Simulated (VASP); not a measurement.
# Sc2H3F3 (P-4m2) in VASP: a series of runs

Runs on Sc2H3F3. Level: PBE. Tasks: relaxation of cell and atoms.

All numbers are computed with VASP 6.6.1; they aren't measurements. Logs are shortened: lines on timing, memory, paths and dates and some standing lists are left out, and cuts for length are marked.

## (1) The cell of the first run

Symmetry: P-4m2, No. 115, tetragonal system. Conventional cell: a = 4.122 Å, b = 4.122 Å, c = 8.245 Å, α = 90.00°, β = 90.00°, γ = 90.00°. Sc (site symmetry 2mm) has 3 H at 2.06 Å and 3 F at 2.06 Å within 2.7 Å. H (site symmetry 2mm) has 2 Sc at 2.06 Å within 2.7 Å. H (site symmetry -4m2) has 2 Sc at 2.06 Å within 2.7 Å. Within 2.7 Å of F (site symmetry 2mm) lie 2 Sc at 2.06 Å. F (site symmetry -4m2) has 2 Sc at 2.06 Å within 2.7 Å.

## (2) Relaxation of cell and atoms, PBE

INCAR reads:

```
PREC = Accurate
ENCUT = 600
EDIFF = 1E-6
ISMEAR = 0
SIGMA = 0.1
LREAL = False
LASPH = True
NELM = 80
ALGO = Normal
ISIF = 3
LWAVE = False
LCHARG = False
GGA = PE
IBRION = 2
NSW = 90
EDIFFG = -0.04
```

KPOINTS reads:

```
Automatic mesh
0
Gamma
  4 4 2
```

POSCAR reads:

```
Sc2H3F3
1.0
    4.1223495600      0.0000000000      0.0000000000
    0.0000000000      4.1223495600      0.0000000000
    0.0000000000      0.0000000000      8.2446991100
Sc H F
2 3 3
Direct
    0.0000000000      0.0000000000      0.7500000000
    0.0000000000      0.0000000000      0.2500000000
    0.5000000000      0.0000000000      0.7500000000
    0.0000000000      0.5000000000      0.2500000000
    0.0000000000      0.0000000000      0.0000000000
    0.5000000000      0.0000000000      0.2500000000
    0.0000000000      0.5000000000      0.7500000000
    0.0000000000      0.0000000000      0.5000000000
```

Potentials or basis: VASP PAW PBE potentials, release 64 (Sc_sv, H, F).

Run with:

```bash
$ cat potpaw_PBE.64/Sc_sv/POTCAR potpaw_PBE.64/H/POTCAR potpaw_PBE.64/F/POTCAR > POTCAR
$ mpirun -np 1 vasp_std > vasp.out
```

OUTCAR:

```text
PREC = Accurate
   ENCUT = 600
   EDIFF = 1E-6
   ISMEAR = 0
   LREAL = False
   LASPH = True
   NELM = 80
   ISIF = 3
   GGA = PE
   IBRION = 2
   NSW = 90
   EDIFFG = -0.04

 ion  position               nearest neighbor table
   1  0.000  0.000  0.750-   5 2.06   8 2.06   7 2.06   3 2.06   7 2.06   3 2.06
   2  0.000  0.000  0.250-   5 2.06   8 2.06   6 2.06   4 2.06   4 2.06   6 2.06
   3  0.500  0.000  0.750-   1 2.06   1 2.06
   4  0.000  0.500  0.250-   2 2.06   2 2.06
   5  0.000  0.000  0.000-   1 2.06   2 2.06
   6  0.500  0.000  0.250-   2 2.06   2 2.06
   7  0.000  0.500  0.750-   1 2.06   1 2.06
   8  0.000  0.000  0.500-   1 2.06   2 2.06

  LATTYP: Found a simple tetragonal cell.
 ALAT       =     4.1223495600
 C/A-ratio  =     1.9999999976

  Lattice vectors:

 A1 = (   4.1223495600,   0.0000000000,   0.0000000000)
 A2 = (   0.0000000000,   4.1223495600,   0.0000000000)
 A3 = (   0.0000000000,   0.0000000000,   8.2446991100)

Analysis of symmetry for initial positions (statically):
=====================================================================
 Subroutine PRICEL returns:
 Original cell was already a primitive cell.

 Routine SETGRP: Setting up the symmetry group for a
 simple tetragonal supercell.

 Subroutine GETGRP returns: Found  8 space group operations
 (whereof  8 operations were pure point group operations)
 out of a pool of 16 trial point group operations.

The static configuration has the point symmetry D_2d.

Analysis of symmetry for dynamics (positions and initial velocities):
=====================================================================
 Subroutine PRICEL returns:
 Original cell was already a primitive cell.

 Routine SETGRP: Setting up the symmetry group for a
 simple tetragonal supercell.

 Subroutine GETGRP returns: Found  8 space group operations
 (whereof  8 operations were pure point group operations)
 out of a pool of 16 trial point group operations.

The dynamic configuration has the point symmetry D_2d.

 Subroutine INISYM returns: Found  8 space group operations
 (whereof  8 operations are pure point group operations),
 and found     1 'primitive' translations

----------------------------------------------------------------------------------------

                                     Primitive cell

  volume of cell :     140.1085

  direct lattice vectors                    reciprocal lattice vectors
[... 88 lines left out ...]
   EDIFFG = -.4E-01   stopping-criterion for IOM
   NSW    =     90    number of steps for IOM
   IBRION =      2    ionic relax: 0-MD 1-quasi-New 2-CG
   NFREE  =      1    steps in history (QN), initial steepest desc. (CG)
   ISIF   =      3    stress and relaxation
   ISYM   =      2    0-nonsym 1-usesym 2-fastsym
   POTIM  = 0.5000    time-step for ionic-motion
   TEBEG  =    0.0;   TEEND  =   0.0 temperature during run
   PSTRESS=    0.0 pullay stress
   NELECT =      46.0000    total number of electrons
   NUPDOWN=      -1.0000    fix difference up-down
   EMIN   =  10.00;   EMAX   =-10.00  energy-range for DOS
   EFERMI =   0.00;   METHOD = LEGACY
   ISMEAR =     0;   SIGMA  =   0.10  broadening in eV -4-tet -1-fermi 0-gaus
   EFERMI_NEDOS =   21; number of points for ismear=-14 and -15
   IALGO  =     38    algorithm
   IMIX   =      4    mixing-type and parameters
     AMIX     =   0.40;   BMIX     =  1.00
     AMIX_MAG =   1.60;   BMIX_MAG =  1.00
  volume/ion in A,a.u.               =      17.51       118.19
  Fermi-wavevector in a.u.,A,eV,Ry     =   1.129378  2.134215 17.354156  1.275494
  Thomas-Fermi vector in A             =   2.266071
   LORBIT       =      0    0 simple, 1 ext, 2 COOP (PROOUT), +10 PAW based schemes
   GGA     = PE    functional components
   LHFCALC =     F    Hartree Fock is set to
   AEXX    =    0.0000 exact exchange contribution
   IVDW    =     0    specifies the selected vdW correction
   LEPSILON=     F    determine dielectric tensor
   LRPA    =     F    only Hartree local field effects (RPA)
 conjugate gradient relaxation of ions
 non-spin polarized calculation
 Gauss-broadening in eV      SIGMA  =   0.10
  energy-cutoff  :      600.00
  volume of cell :      140.11
 maximum number of plane-waves:      4720
 NGX is ok and might be reduce to    36
   NGX = 17   NGY = 17   NGZ = 33

--------------------------------------- Ionic step        1  -------------------------------------------

 number of electron      46.0000007 magnetization

 Free energy of the ion-electron system (eV)
  ---------------------------------------------------
  ext. energy  EPLUGINS =         0.00000000
  ---------------------------------------------------
  free energy    TOTEN  =       -44.39219646 eV

  energy without entropy =      -44.39219646  energy(sigma->0) =      -44.39219646

------------------------ aborting loop because EDIFF is reached ----------------------------------------

  FORCE on cell =-STRESS in cart. coord.  units (eV):
  Direction    XX          YY          ZZ          XY          YZ          ZX
  --------------------------------------------------------------------------------------
  -------------------------------------------------------------------------------------
  Total       -4.0743435     -4.0743435     -3.8425722      0.0000000      0.0000000      0.0000000
  in kB      -46.5911880    -46.5911880    -43.9408225      0.0000000      0.0000000      0.0000000
  external PRESSURE =     -45.7077328 kB  Pullay stress =       0.0000000 kB
[... 107 lines left out ...]
  FREE ENERGIE OF THE ION-ELECTRON SYSTEM (eV)
  ---------------------------------------------------
  free  energy   TOTEN  =       -44.5661394762 eV

  energy  without entropy=      -44.5661394762  energy(sigma->0) =      -44.56613948

[... ionic steps 4 to 16 ...]

--------------------------------------- Ionic step       17  -------------------------------------------

 number of electron      45.9999993 magnetization

------------------------ aborting loop because EDIFF is reached ----------------------------------------
[... 79 lines left out ...]
--------------------------------------- Ionic step       19  -------------------------------------------

 number of electron      45.9999993 magnetization

 Free energy of the ion-electron system (eV)
  ---------------------------------------------------
  ext. energy  EPLUGINS =         0.00000000
  ---------------------------------------------------
  free energy    TOTEN  =       -44.62412746 eV

  energy without entropy =      -44.62412746  energy(sigma->0) =      -44.62412746

 E-fermi :  -1.1321     XC(G=0):  -7.6086

 val. band max:       -1.5740256408   @ k =   0.5000   0.0000   0.5000
 cond. band min:       1.7309905047   @ k =   0.5000   0.0000   0.5000
 fundamental gap:      3.3050161456
 Fermi energy:        -1.1321191502

 k-point     1 :       0.0000    0.0000    0.0000
  band No.  band energies     occupation
      1     -50.1582      2.00000
      2     -50.1549      2.00000
      3     -28.9717      2.00000
      4     -28.9015      2.00000
      5     -28.9015      2.00000
      6     -28.7393      2.00000
[... 396 lines left out ...]
  FREE ENERGIE OF THE ION-ELECTRON SYSTEM (eV)
  ---------------------------------------------------
  free  energy   TOTEN  =       -44.6241274559 eV

  energy  without entropy=      -44.6241274558  energy(sigma->0) =      -44.62412746

 reached required accuracy - stopping structural energy minimisation
```

OSZICAR:

```text
N       E                     dE             d eps       ncg     rms          rms(c)
DAV:   1     0.840994513924E+03    0.84099E+03   -0.22443E+04   672   0.173E+03
DAV:   2     0.126937211487E+03   -0.71406E+03   -0.70356E+03   856   0.583E+02
DAV:   3    -0.413811838298E+02   -0.16832E+03   -0.16192E+03  1144   0.259E+02
DAV:   4    -0.524546117196E+02   -0.11073E+02   -0.11056E+02  1040   0.756E+01
[... 171 lines left out ...]
DAV:   2    -0.446244047404E+02   -0.53942E-02   -0.65747E-02   856   0.228E+00    0.159E-01
DAV:   3    -0.446242446411E+02    0.16010E-03   -0.10161E-03  1036   0.287E-01    0.904E-02
DAV:   4    -0.446241326470E+02    0.11199E-03   -0.24858E-04   988   0.182E-01    0.264E-02
DAV:   5    -0.446241276043E+02    0.50427E-05   -0.83457E-05   796   0.642E-02    0.793E-03
DAV:   6    -0.446241274559E+02    0.14840E-06   -0.84533E-06   856   0.262E-02
  19 F= -.44624127E+02 E0= -.44624127E+02  d E =-.298396E-02
```

Run time: 8.8 min. Hardware: 1 thread of Oxide Virtual Turin-like, shared host; peak memory 0.29 GiB.

Results:

- Free energy: -44.6241 eV
- Relaxed volume: 15.88 Å³/atom
- Relaxed cell: a = 3.996 Å, b = 3.996 Å, c = 7.952 Å, α = 90.00°, β = 90.00°, γ = 90.00°
- Space group after relaxing (to 0.05 Å): P-4m2 (No. 115)
- Energy gained by relaxing: 29.0 meV/atom
- Ionic steps: 19
- Pressure after relaxing: 0.3 GPa
- Largest force after relaxing: 0.038 eV/Å
- Band gap on the k mesh: 3.31 eV, direct

Forces in eV/Å, atoms in the order of the input:
```
Sc   0.000  0.000  0.038
Sc   0.000  0.000 -0.038
H    0.000  0.000  0.024
H    0.000  0.000 -0.024
H    0.000  0.000  0.000
F    0.000  0.000  0.025
F    0.000  0.000 -0.025
F    0.000  0.000  0.000
```

The path:
```csv
step,energy change (eV),largest force (eV/Å),pressure (GPa),volume (Å³)
1,0.0000,0.1252,-4.57,140.11
2,-0.1712,0.3783,-0.60,130.22
3,-0.1739,0.4296,0.05,128.94
4,-0.1859,0.1696,0.03,128.42
5,-0.1863,0.1782,0.05,128.30
6,-0.1928,0.1725,0.03,128.20
7,-0.1992,0.1557,0.05,127.93
8,-0.2040,0.1429,0.05,127.90
9,-0.2155,0.1034,0.03,127.82
10,-0.2243,0.1138,-0.01,127.66
11,-0.2257,0.0924,-0.07,127.61
12,-0.2259,0.0642,-0.06,127.63
13,-0.2268,0.0601,0.03,127.48
14,-0.2285,0.0503,0.28,127.03
15,-0.2280,0.0961,0.77,126.15
16,-0.2289,0.0460,0.47,126.67
17,-0.2293,0.0452,0.47,126.70
18,-0.2303,0.0431,0.40,126.80
19,-0.2319,0.0380,0.27,127.00
```

Final structure:
```xyz
8
Lattice="3.9965 0.0000 0.0000 0.0000 3.9965 0.0000 0.0000 0.0000 7.9517" Properties=species:S:1:pos:R:3 pbc="T T T"
Sc    0.0000    0.0000    6.0174
Sc    3.9965    3.9965    1.9343
H     1.9982    0.0000    6.1835
H     3.9965    1.9982    1.7681
H     0.0000    3.9965    0.0000
F     1.9982    3.9965    1.9424
F     0.0000    1.9982    6.0092
F     0.0000    0.0000    3.9758
```

## (3) Relaxation of cell and atoms, PBE

This run uses another cell than the first one, of 15.96 Å³/atom, 0.912 times its volume.

INCAR reads:

```
PREC = Accurate
ENCUT = 600
EDIFF = 1E-6
ISMEAR = 0
SIGMA = 0.02
LREAL = F
LASPH = T
NELM = 100
ALGO = Normal
ISIF = 3
LWAVE = F
LCHARG = F
GGA = PE
IBRION = 2
NSW = 100
EDIFFG = -0.01
```

KPOINTS reads:

```
regular mesh
0
Gamma
  6 6 4
```

POSCAR reads:

```
Sc2H3F3
1.0
    4.0056479258      0.0000000000      0.0000000000
    0.0000000000      4.0056479258      0.0000000000
    0.0000000000      0.0000000000      7.9593184689
Sc H F
2 3 3
Direct
    0.0000000000      0.0000000000      0.7564768241
    0.0000000000      0.0000000000      0.2435231759
    0.5000000000      0.0000000000      0.7784196039
    0.0000000000      0.5000000000      0.2215803961
    0.0000000000      0.0000000000      0.0000000000
    0.5000000000      0.0000000000      0.2441969315
    0.0000000000      0.5000000000      0.7558030685
    0.0000000000      0.0000000000      0.5000000000
```

Potentials or basis: VASP PAW PBE potentials, release 64 (Sc_sv, H, F).

Run with:

```bash
$ cat potpaw_PBE.64/Sc_sv/POTCAR potpaw_PBE.64/H/POTCAR potpaw_PBE.64/F/POTCAR > POTCAR
$ mpirun -np 1 vasp_std > vasp.out
```

Wall time 5.6 min (1 thread of Oxide Virtual Turin-like, shared host); peak memory 0.29 GiB.

The run converged. Its results:

| Quantity | Value |
| --- | --- |
| Free energy | -44.6207 eV |
| Relaxed volume | 15.94 Å³/atom |
| Relaxed cell | a = 4.006 Å, b = 4.006 Å, c = 7.948 Å, α = 90.00°, β = 90.00°, γ = 90.00° |
| Space group after relaxing (to 0.05 Å) | P-4m2 (No. 115) |
| Energy gained by relaxing | 0.1 meV/atom |
| Ionic steps | 9 |
| Pressure after relaxing | 0.0 GPa |
| Largest force after relaxing | 0.007 eV/Å |
| Band gap on the k mesh | 3.32 eV, direct |

Forces in eV/Å, atoms in the order of the input:
```
Sc   0.000  0.000  0.000
Sc   0.000  0.000  0.000
H    0.000  0.000  0.007
H    0.000  0.000 -0.007
H    0.000  0.000  0.000
F    0.000  0.000  0.007
F    0.000  0.000 -0.007
F    0.000  0.000  0.000
```

Stress tensor (GPa, compression positive):
```
-0.06  0.00  0.00
 0.00 -0.06  0.00
 0.00  0.00  0.06
```

Step by step:
```
step  energy change (eV)  largest force (eV/Å)  pressure (GPa)  volume (Å³)
   1              0.0000                0.0953           -0.05       127.71
   2             -0.0005                0.0158           -0.04       127.61
   3             -0.0005                0.0158           -0.05       127.61
   4             -0.0006                0.0140            0.01       127.50
   5             -0.0006                0.0135            0.03       127.45
   6             -0.0006                0.0127            0.05       127.43
   7             -0.0006                0.0131            0.04       127.44
   8             -0.0006                0.0135            0.02       127.46
   9             -0.0007                0.0073           -0.02       127.53
```

Final structure:
```
CELL_PARAMETERS angstrom
4.00564 0.00000 0.00000
0.00000 4.00564 0.00000
0.00000 0.00000 7.94812
ATOMIC_POSITIONS crystal
Sc 0.00000 0.00000 0.75706
Sc 0.00000 0.00000 0.24294
H 0.50000 0.00000 0.77875
H 0.00000 0.50000 0.22125
H 0.00000 0.00000 0.00000
F 0.50000 0.00000 0.24513
F 0.00000 0.50000 0.75487
F 0.00000 0.00000 0.50000
```

Levels at points of the mesh, in eV from the valence-band top:
| k point | band 20 | band 21 | band 22 | band 23 | band 24 | band 25 | band 26 | band 27 |
| --- | --- | --- | --- | --- | --- | --- | --- | --- |
| (0.00, 0.00, 0.00) | -3.62 | -2.41 | -1.87 | -0.80 | 3.74 | 3.74 | 3.77 | 3.81 |
| (0.50, 0.00, 0.00) | -3.44 | -1.96 | -0.87 | 0.00 | 3.36 | 3.40 | 3.78 | 3.99 |
| (0.50, 0.50, 0.00) | -3.47 | -1.02 | -0.07 | -0.07 | 3.55 | 3.55 | 4.12 | 4.19 |
| (0.00, 0.00, 0.50) | -3.61 | -2.19 | -1.93 | -0.59 | 3.51 | 3.51 | 3.79 | 3.79 |
| (0.50, 0.00, 0.50) | -3.46 | -1.86 | -0.66 | 0.00 | 3.32 | 3.36 | 3.57 | 3.99 |
| (0.50, 0.50, 0.50) | -3.47 | -0.73 | -0.07 | -0.07 | 3.48 | 3.48 | 4.01 | 4.19 |
